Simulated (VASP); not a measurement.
# Nb (I4/mmm) in VASP: notebook

The runs below take Nb through single point, with PBEsol.

All numbers are computed with VASP 6.6.1; they aren't measurements. Logs are shortened: lines on timing, memory, paths and dates and some standing lists are left out, and cuts for length are marked.

**1. The cell of the first run**

The structure is tetragonal, space group I4/mmm (No. 139). Conventional cell: a = 2.842 Å, b = 2.842 Å, c = 4.441 Å, α = 90.00°, β = 90.00°, γ = 90.00°. Nb (site symmetry 4/mmm) has 12 Nb at 2.84 to 2.99 Å within 3.7 Å.

**2. Single point, PBEsol (strain -0.050 along x and y, +0.050 along z)**

INCAR reads:

```
ALGO = Normal
EDIFF = 1E-6
ENCUT = 500
GGA = PS
GGA_COMPAT = False
ISIF = 2
ISMEAR = 0
LASPH = True
LCHARG = False
LREAL = False
LWAVE = False
NBANDS = 12
NELM = 120
PREC = Accurate
SIGMA = 0.15
```

KPOINTS reads:

```
k-points
0
Gamma
  20 20 20
```

POSCAR reads:

```
Nb
1.0
    0.0000000000      2.0092500000      2.2207500000
    2.0092500000      0.0000000000      2.2207500000
    2.0092500000      2.0092500000      0.0000000000
Nb
1
Direct
    0.0000000000      0.0000000000      0.0000000000
```

Potentials or basis: VASP PAW PBE potentials, release 64 (Nb_sv).

Run with:

```bash
$ cat potpaw_PBE.64/Nb_sv/POTCAR > POTCAR
$ mpirun -np 1 vasp_std > vasp.out
```

OUTCAR:

```text
EDIFF = 1E-6
   ENCUT = 500
   GGA = PS
   ISIF = 2
   ISMEAR = 0
   LASPH = True
   LREAL = False
   NELM = 120
   PREC = Accurate

 ion  position               nearest neighbor table
   1  0.000  0.000  0.000-

  LATTYP: Found a body centered tetragonal cell.
 ALAT       =     2.8415086002
 C/A-ratio  =     1.5630781479

  Lattice vectors:

 A1 = (  -2.0092500000,   0.0000000000,   2.2207500000)
 A2 = (   2.0092500000,   0.0000000000,   2.2207500000)
 A3 = (   0.0000000000,   2.0092500000,  -2.2207500000)

Analysis of symmetry for initial positions (statically):
=====================================================================
 Subroutine PRICEL returns:
 Original cell was already a primitive cell.

 Routine SETGRP: Setting up the symmetry group for a
 body centered tetragonal supercell.

 Subroutine GETGRP returns: Found 16 space group operations
 (whereof 16 operations were pure point group operations)
 out of a pool of 16 trial point group operations.

The static configuration has the point symmetry D_4h.

Analysis of symmetry for dynamics (positions and initial velocities):
=====================================================================
 Subroutine PRICEL returns:
 Original cell was already a primitive cell.

 Routine SETGRP: Setting up the symmetry group for a
 body centered tetragonal supercell.

 Subroutine GETGRP returns: Found 16 space group operations
 (whereof 16 operations were pure point group operations)
 out of a pool of 16 trial point group operations.

The dynamic configuration has the point symmetry D_4h.

 Subroutine INISYM returns: Found 16 space group operations
 (whereof 16 operations are pure point group operations),
 and found     1 'primitive' translations

----------------------------------------------------------------------------------------

                                     Primitive cell

  volume of cell :      17.9307

  direct lattice vectors                    reciprocal lattice vectors
     0.000000000  2.009250000  2.220750000    -0.248849073  0.248849073  0.225149161
     2.009250000  0.000000000  2.220750000     0.248849073 -0.248849073  0.225149161
     2.009250000  2.009250000  0.000000000     0.248849073  0.248849073 -0.225149161

  length of vectors
     2.994798178  2.994798178  2.841508600     0.417784475  0.417784475  0.417784475

  position of ions in fractional coordinates (direct lattice)
     0.000000000  0.000000000  0.000000000

  ion indices of the primitive-cell ions
   primitive index   ion index
                 1           1

----------------------------------------------------------------------------------------

 KPOINTS: k-points

Automatic generation of k-mesh.
 Grid dimensions read from file:
 generate k-points for:   20   20   20

 Generating k-lattice:

  Cartesian coordinates                     Fractional coordinates (reciprocal lattice)
    -0.012442454  0.012442454  0.011257458     0.050000000 -0.000000000  0.000000000
     0.012442454 -0.012442454  0.011257458    -0.000000000  0.050000000  0.000000000
     0.012442454  0.012442454 -0.011257458     0.000000000  0.000000000  0.050000000

  Length of vectors
     0.020889224  0.020889224  0.020889224

  Shift w.r.t. Gamma in fractional coordinates (k-lattice)
     0.000000000  0.000000000  0.000000000

 Subroutine IBZKPT returns following result:
 ===========================================

 Found    641 irreducible k-points:

 Following reciprocal coordinates:
            Coordinates               Weight
  0.000000  0.000000  0.000000      1.000000
  0.050000  0.000000  0.000000      8.000000
  0.100000  0.000000  0.000000      8.000000
  0.150000  0.000000  0.000000      8.000000
  0.200000  0.000000  0.000000      8.000000
  0.250000  0.000000  0.000000      8.000000
[... 16 lines left out ...]
 -0.400000  0.050000  0.000000      8.000000
 -0.350000  0.050000  0.000000      8.000000
 [... further k-points ...]
   k-points           NKPTS =    641   k-points in BZ     NKDIM =    641   number of bands    NBANDS=     12
   number of dos      NEDOS =    301   number of ions     NIONS =      1
   total plane-waves  NPLWV =  13824
   dimension x,y,z NGX =    24 NGY =   24 NGZ =   24
   dimension x,y,z NGXF=    48 NGYF=   48 NGZF=   48
   ions per type =               1
   NGX,Y,Z   is equivalent  to a cutoff of  13.32, 13.32, 14.04 a.u.
   NGXF,Y,Z  is equivalent  to a cutoff of  26.65, 26.65, 28.08 a.u.
 SYSTEM =  unknown system
   PREC   = accura    normal or accurate (medium, high low for compatibility)
   ISTART =      0    job   : 0-new  1-cont  2-samecut
   ICHARG =      2    charge: 1-file 2-atom 10-const
   ISPIN  =      1    spin polarized calculation?
   LNONCOLLINEAR =      F non collinear calculations
   LSORBIT =      F    spin-orbit coupling
   LASPH  =      T    aspherical Exc in radial PAW
   ENCUT  =  500.0 eV  36.75 Ry    6.06 a.u.   5.46  5.46  5.18*2*pi/ulx,y,z
   NELM   =    120;   NELMIN=  2; NELMDL= -5     # of ELM steps
   EDIFF  = 0.1E-05   stopping-criterion for ELM
   LREAL  =      F    real-space projection
   EDIFFG = 0.1E-04   stopping-criterion for IOM
   NSW    =      0    number of steps for IOM
   IBRION =     -1    ionic relax: 0-MD 1-quasi-New 2-CG
   NFREE  =      0    steps in history (QN), initial steepest desc. (CG)
   ISIF   =      2    stress and relaxation
   ISYM   =      2    0-nonsym 1-usesym 2-fastsym
   POTIM  = 0.5000    time-step for ionic-motion
   TEBEG  =    0.0;   TEEND  =   0.0 temperature during run
   PSTRESS=    0.0 pullay stress
   NELECT =      13.0000    total number of electrons
   NUPDOWN=      -1.0000    fix difference up-down
   EMIN   =  10.00;   EMAX   =-10.00  energy-range for DOS
   EFERMI =   0.00;   METHOD = LEGACY
   ISMEAR =     0;   SIGMA  =   0.15  broadening in eV -4-tet -1-fermi 0-gaus
   EFERMI_NEDOS =   21; number of points for ismear=-14 and -15
   IALGO  =     38    algorithm
   IMIX   =      4    mixing-type and parameters
     AMIX     =   0.40;   BMIX     =  1.00
     AMIX_MAG =   1.60;   BMIX_MAG =  1.00
  volume/ion in A,a.u.               =      17.93       121.00
  Fermi-wavevector in a.u.,A,eV,Ry     =   1.470698  2.779216 29.428744  2.162952
  Thomas-Fermi vector in A             =   2.585923
   LORBIT       =      0    0 simple, 1 ext, 2 COOP (PROOUT), +10 PAW based schemes
   GGA     = PS    functional components
   LHFCALC =     F    Hartree Fock is set to
   AEXX    =    0.0000 exact exchange contribution
   IVDW    =     0    specifies the selected vdW correction
   LEPSILON=     F    determine dielectric tensor
   LRPA    =     F    only Hartree local field effects (RPA)
 non-spin polarized calculation
 Gauss-broadening in eV      SIGMA  =   0.15
  energy-cutoff  :      500.00
  volume of cell :       17.93
 maximum number of plane-waves:       467
 NGX is ok and might be reduce to    24
   NGX = 11   NGY = 11   NGZ = 11

 number of electron      13.0000000 magnetization

 Free energy of the ion-electron system (eV)
  ---------------------------------------------------
  ext. energy  EPLUGINS =         0.00000000
  ---------------------------------------------------
  free energy    TOTEN  =       -10.69532137 eV

  energy without entropy =      -10.67910447  energy(sigma->0) =      -10.68721292

 E-fermi :  11.4136     XC(G=0): -12.6514

 val. band max:       11.4116239197   @ k =   0.5000   0.1000   0.2000
 cond. band min:      11.4151739731   @ k =   0.4500   0.0000   0.1500
 fundamental gap:      0.0035500535
 Fermi energy:        11.4136188957

 k-point     1 :       0.0000    0.0000    0.0000
  band No.  band energies     occupation
      1     -43.1582      2.00000
      2     -18.5168      2.00000
      3     -18.4425      2.00000
      4     -18.4425      2.00000
      5       5.1248      2.00000
      6      10.7760      2.00000
      7      12.0436      0.00000
      8      12.0436      0.00000
      9      13.3379      0.00000
     10      15.1499      0.00000
     11      23.4985      0.00000
     12      26.4578      0.00000

 k-point     2 :       0.0500    0.0000    0.0000
  band No.  band energies     occupation
      1     -43.1525      2.00000
      2     -18.5327      2.00000
      3     -18.4705      2.00000
      4     -18.4447      2.00000
      5       5.2244      2.00000
      6      10.8004      2.00000
      7      11.9779      0.00000
      8      12.0901      0.00000
      9      13.3192      0.00000
     10      15.0859      0.00000
     11      23.7014      0.00000
     12      26.5362      0.00000

 k-point     3 :       0.1000    0.0000    0.0000
  band No.  band energies     occupation
      1     -43.1358      2.00000
      2     -18.6142      2.00000
      3     -18.5153      2.00000
      4     -18.4509      2.00000
      5       5.5123      2.00000
      6      10.8449      2.00000
      7      11.8133      0.00016
      8      12.2200      0.00000
      9      13.2999      0.00000
     10      14.9171      0.00000
     11      24.2521      0.00000
     12      26.5650      0.00000

 k-point     4 :       0.1500    0.0000    0.0000
  band No.  band energies     occupation
      1     -43.1096      2.00000
      2     -18.7728      2.00000
      3     -18.5506      2.00000
      4     -18.4605      2.00000
      5       5.9535      2.00000
      6      10.8382      2.00000
      7      11.6308      0.04057
      8      12.3998      0.00000
      9      13.3730      0.00000
     10      14.7110      0.00000
     11      24.8920      0.00000
     12      26.2324      0.00000

 k-point     5 :       0.2000    0.0000    0.0000
  band No.  band energies     occupation
      1     -43.0765      2.00000
      2     -18.9745      2.00000
      3     -18.5887      2.00000
      4     -18.4726      2.00000
      5       6.4810      2.00000
      6      10.7672      2.00000
      7      11.4776      0.54656
      8      12.5575      0.00000
      9      13.6331      0.00000
     10      14.5764      0.00000
     11      24.7406      0.00000
     12      26.4958      0.00000
[... 228 lines left out ...]
      1     -42.9175      2.00000
      2     -19.8553      2.00000
      3     -18.7773      2.00000
      4     -18.5352      2.00000
      5       7.5331      2.00000
      6      10.6621      2.00000
      7      12.0954      0.00000
      8      12.8759      0.00000
      9      16.1380      0.00000
     10      16.8452      0.00000
     11      22.5639      0.00000
     12      23.2240      0.00000

 k-point    22 :      -0.4500    0.0500    0.0000
  band No.  band energies     occupation
      1     -42.9178      2.00000
      2     -19.8559      2.00000
      3     -18.7781      2.00000
      4     -18.5286      2.00000
      5       7.5366      2.00000
      6      10.7140      2.00000
      7      12.0830      0.00000
      8      12.7740      0.00000
      9      15.9904      0.00000
     10      16.9753      0.00000
     11      22.5133      0.00000
     12      23.4325      0.00000

 k-point    23 :      -0.4000    0.0500    0.0000
  band No.  band energies     occupation
      1     -42.9298      2.00000
      2     -19.7941      2.00000
      3     -18.7660      2.00000
      4     -18.5182      2.00000
      5       7.5654      2.00000
      6      10.8142      2.00000
      7      12.1470      0.00000
      8      12.2978      0.00000
      9      15.6521      0.00000
     10      16.7215      0.00000
     11      22.5433      0.00000
     12      24.3007      0.00000

 k-point    24 :      -0.3500    0.0500    0.0000
  band No.  band energies     occupation
      1     -42.9523      2.00000
      2     -19.6747      2.00000
      3     -18.7423      2.00000
      4     -18.5051      2.00000
      5       7.5834      2.00000
      6      10.9333      1.99999
      7      11.6702      0.01555
      8      12.2792      0.00000
      9      15.1992      0.00000
     10      16.1659      0.00000
     11      22.7758      0.00000
     12      25.4768      0.00000

 [... further k-points ...]
[... 5 lines left out ...]
  --------------------------------------------------------------------------------------
  -------------------------------------------------------------------------------------
  Total       -0.5941935     -0.5941935      1.2706349      0.0000000      0.0000000     -0.0000000
  in kB      -53.0934395    -53.0934395    113.5360370      0.0000000      0.0000000     -0.0000000
  external PRESSURE =       2.4497193 kB  Pullay stress =       0.0000000 kB

 VOLUME and BASIS-vectors are now :
 -----------------------------------------------------------------------------
  energy-cutoff  :      500.00
  volume of cell :       17.93
      direct lattice vectors                 reciprocal lattice vectors
     0.000000000  2.009250000  2.220750000    -0.248849073  0.248849073  0.225149161
     2.009250000  0.000000000  2.220750000     0.248849073 -0.248849073  0.225149161
     2.009250000  2.009250000  0.000000000     0.248849073  0.248849073 -0.225149161

 POSITION                                       TOTAL-FORCE (eV/Angst)
 -----------------------------------------------------------------------------------
      0.00000      0.00000      0.00000        -0.000000     -0.000000     -0.000000
 -----------------------------------------------------------------------------------
    total drift:                               -0.000000      0.000000      0.000000

  FREE ENERGIE OF THE ION-ELECTRON SYSTEM (eV)
  ---------------------------------------------------
  free  energy   TOTEN  =       -10.6953213721 eV

  energy  without entropy=      -10.6791044738  energy(sigma->0) =      -10.68721292
```

Run time: 79 s. Hardware: 1 thread of AMD EPYC 9R45 (Zen 5), shared host; peak memory 0.21 GiB.

What came out:

- Free energy: -10.6953 eV
- Pressure: 0.2 GPa
- Band gap on the k mesh: zero (an odd number of electrons rules out a gap without spin polarisation)

Caveat: the cell differs from its parent crystal (strain -0.050 along x and y, +0.050 along z); the stress differs along the axes, from -5 to 11 GPa; the PAW data sets were made with another functional, which shifts forces and pressure a little.

**3. Single point, PBEsol (strain +0.000 along x and y, -0.050 along z)**

INCAR reads:

```
PREC = Accurate ; ENCUT = 500
EDIFF = 1E-6 ; ISMEAR = 0
SIGMA = 0.15 ; LREAL = F
LASPH = T ; NELM = 120
ALGO = Normal ; ISIF = 2
LWAVE = F ; LCHARG = T
GGA = PS ; LELF = T
LVHAR = T ; NBANDS = 12
GGA_COMPAT = F
```

KPOINTS reads:

```
regular mesh
0
Gamma
  20 20 20
```

POSCAR reads:

```
Nb
1.0
    0.0000000000      2.1150000000      2.0092500000
    2.1150000000      0.0000000000      2.0092500000
    2.1150000000      2.1150000000      0.0000000000
Nb
1
Direct
    0.0000000000      0.0000000000      0.0000000000
```

Potentials or basis: VASP PAW PBE potentials, release 64 (Nb_sv).

Run with:

```bash
$ cat potpaw_PBE.64/Nb_sv/POTCAR > POTCAR
$ mpirun -np 1 vasp_std > vasp.out
```

It took 80 s on 1 thread of AMD EPYC 9R45 (Zen 5), shared host; peak memory 0.21 GiB.

The run converged. Its results:

* Free energy: -10.6427 eV
* Pressure: 0.7 GPa
* Band gap on the k mesh: zero (an odd number of electrons rules out a gap without spin polarisation)

Stress tensor (GPa, compression positive):
```
 5.43  0.00  0.00
 0.00  5.43  0.00
 0.00  0.00 -8.89
```

Levels at points of the mesh, in eV from the Fermi level:
```
           k point  band 4  band 5  band 6  band 7  band 8  band 9
(0.00, 0.00, 0.00)  -29.94   -6.33   -0.09   -0.09    0.52    2.42
(0.50, 0.00, 0.00)  -30.07   -4.00   -0.45    0.25    1.56    4.76
(0.50, 0.50, 0.00)  -30.50   -4.31   -3.60    4.50    4.92    5.58
(0.50, 0.00, 0.50)  -30.33   -4.28   -3.46    3.55    4.90    5.26
```

Caveat: the cell differs from its parent crystal (strain +0.000 along x and y, -0.050 along z); the stress differs along the axes, from -9 to 5 GPa; the PAW data sets were made with another functional, which shifts forces and pressure a little.

(Part 1 of 2 ends here.)
